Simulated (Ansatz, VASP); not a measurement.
## C: VASP beside Ansatz

```
CELL_PARAMETERS angstrom
-2.12684 1.22795 0.01101
-2.12684 -1.22795 0.01101
0.06146 0.00000 10.30519
ATOMIC_POSITIONS crystal
C 0.16671 0.16671 0.85761
C 0.50001 0.50001 0.17154
C 0.83336 0.83336 0.51458
C 0.16667 0.16667 0.17153
C 0.50003 0.50003 0.51457
C 0.83338 0.83338 0.85761
```

Alike in both runs: task single point; functional r2SCAN; k mesh 12 × 12 × 3; occupations gaussian, width 0.05 eV; no spin polarisation.

|  | VASP | Ansatz |
| --- | --- | --- |
| version | VASP 6.6.1 | Ansatz 0.2.0 |
| potentials or method | VASP PAW PBE potentials, release 64 (C), cutoff 520 eV | scalar-relativistic, plane waves, PAW |
| valence electrons in the cell | 24 | 24 |

```tsv
	VASP	Ansatz	Ansatz less VASP
gap on the k mesh at the Fermi level (eV)	0.50	0.50	+0.001
least direct gap on the mesh (eV)	0.50	0.50	+0.001
pressure (GPa)	0.9	0.2	-0.66
traceless stress, the component that is largest in VASP (GPa)	-0.18	0.58	+0.764
rms of the force components (eV/Å)	0.027	0.027	0.0000
```

VASP's potentials were made for PBE, not for r2SCAN. Atom by atom the forces differ by 0.000 eV/Å (rms over components).
